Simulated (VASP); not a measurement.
Runs of VASP 6.6.1 on TiO2. The structure is that of space group C2/m (No. 12), or close to it. The cells are those of the table. 

```tsv
level	cell	k mesh	gap on the mesh (eV)	pressure (GPa)	largest force (eV/Å)
PBEsol	a = 6.337, b = 6.337, c = 6.511 Å, angles 106.2, 106.2, 34.1°, 12 atoms	6 × 6 × 3	2.85	2.7	0.08
PBE	a = 6.392, b = 6.392, c = 6.572 Å, angles 106.2, 106.2, 34.0°, 12 atoms	8 × 8 × 4	2.80	(b)	0.08
SVWN5	a = 6.348, b = 6.348, c = 6.527 Å, angles 106.2, 106.2, 34.0°, 12 atoms	8 × 8 × 4	2.78	-3.2	0.24
PBEsol	a = 6.188, b = 6.188, c = 6.363 Å, angles 107.7, 107.7, 34.0°, 12 atoms	6 × 6 × 3	3.13	20.8	0.08
PBEsol	a = 6.359, b = 6.359, c = 6.533 Å, angles 106.2, 106.2, 34.1°, 12 atoms	6 × 6 × 3	2.82	(a)	0.08
```

Alike in all rows: task single point; potentials or basis VASP PAW PBE potentials, release 64 (Ti_sv, O); no spin polarisation; cutoff (eV) 520; smearing fermi-dirac 0.05 eV.

Question: Fill in the values left out.

Answer: (a) 0.7; (b) 3.5.

Caveats: the PAW data sets were made with another functional, which shifts forces and pressure a little (some runs).

A k mesh can miss the band edges.
